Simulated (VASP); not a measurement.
Here is a VASP 6.6.1 calculation.

Contents of INCAR:

```
PREC = Accurate
ENCUT = 520
EDIFF = 1E-8
ISMEAR = -1
SIGMA = 0.15
LREAL = F
LASPH = T
NELM = 80
ALGO = Normal
ISIF = 2
LWAVE = F
LCHARG = F
GGA = PS
IBRION = 8
NSW = 1
```

KPOINTS

```
Automatic mesh
0
Gamma
  16 16 16
```

File POSCAR:

```
HfN
1.0
    0.0000000000      2.2485835628      2.2485835628
    2.2485835628      0.0000000000      2.2485835628
    2.2485835628      2.2485835628      0.0000000000
Hf N
1 1
Direct
    0.0000000000      0.0000000000      0.0000000000
    0.5000000000      0.5000000000      0.5000000000
```

Potentials or basis: VASP PAW PBE potentials, release 64 (Hf_pv, N).

Command:

```sh
$ cat potpaw_PBE.64/Hf_pv/POTCAR potpaw_PBE.64/N/POTCAR > POTCAR
$ mpirun -np 1 vasp_std > vasp.out
```

Question: Estimate the highest phonon frequency at Γ.

Answer: 506 cm⁻¹.

Phonon frequencies in cm⁻¹ (negative: imaginary):
```csv
q point,frequencies
"(0.000, 0.000, 0.000)",0 0 0 506 506 506
```

Caveat: the cell stands under pressure or tension, which shifts response properties.
